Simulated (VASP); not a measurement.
Write the native input for VASP 6.6.1 that does the following.

```
Task                   : single point
Functional             : PBE
Potentials or basis    : VASP PAW PBE potentials, release 64 (Sr_sv, Te)
Cutoff                 : 500 eV
k mesh                 : 8 × 8 × 8
Occupations            : gaussian, width 0.02 eV
Spin                   : no spin polarisation
Dipole correction      : no
Further INCAR settings : ALGO = Normal; EDIFF = 1e-06; NBANDS = 15
```

The structure of SrTe lies in POSCAR:

```
SrTe
1.0
    0.0000000000      3.3337737923      3.3337737923
    3.3337737923      0.0000000000      3.3337737923
    3.3337737923      3.3337737923      0.0000000000
Sr Te
1 1
Direct
    0.0000000000      0.0000000000      0.0000000000
    0.5000000000      0.5000000000      0.5000000000
```

One way to write it, as run:

INCAR

```
PREC     = Accurate       # precision mode
ENCUT    = 500            # plane-wave cutoff, eV
EDIFF    = 1E-6           # SCF threshold, eV
ISMEAR   = 0              # smearing method
SIGMA    = 0.02           # smearing width, eV
LREAL    = False          # projectors in reciprocal space
LASPH    = True           # aspherical terms in the spheres
NELM     = 120            # most SCF steps
ALGO     = Normal         # electronic algorithm
ISIF     = 2              # what is computed and relaxed
LWAVE    = False          # write WAVECAR
LCHARG   = False          # write CHGCAR
GGA      = PE             # functional
NBANDS   = 15             # bands
GGA_COMPAT= False
```

KPOINTS

```
regular mesh
0
Gamma
  8 8 8
```

Potentials or basis: VASP PAW PBE potentials, release 64 (Sr_sv, Te).

Launch:

```console
$ cat potpaw_PBE.64/Sr_sv/POTCAR potpaw_PBE.64/Te/POTCAR > POTCAR
$ mpirun -np 1 vasp_std > vasp.out
```

Results of the run:

| Item | Value |
| --- | --- |
| Pressure | 0.9 GPa |
| Band gap on the k mesh | 1.70 eV (least direct gap 2.44 eV) |

Caveat: spin-orbit coupling is left out, which moves the levels of the heavy elements.

Wall time 35 s on 1 thread of AMD EPYC 7R43 64-Core Processor (Zen 3), on a shared host, peak memory 0.18 GiB.
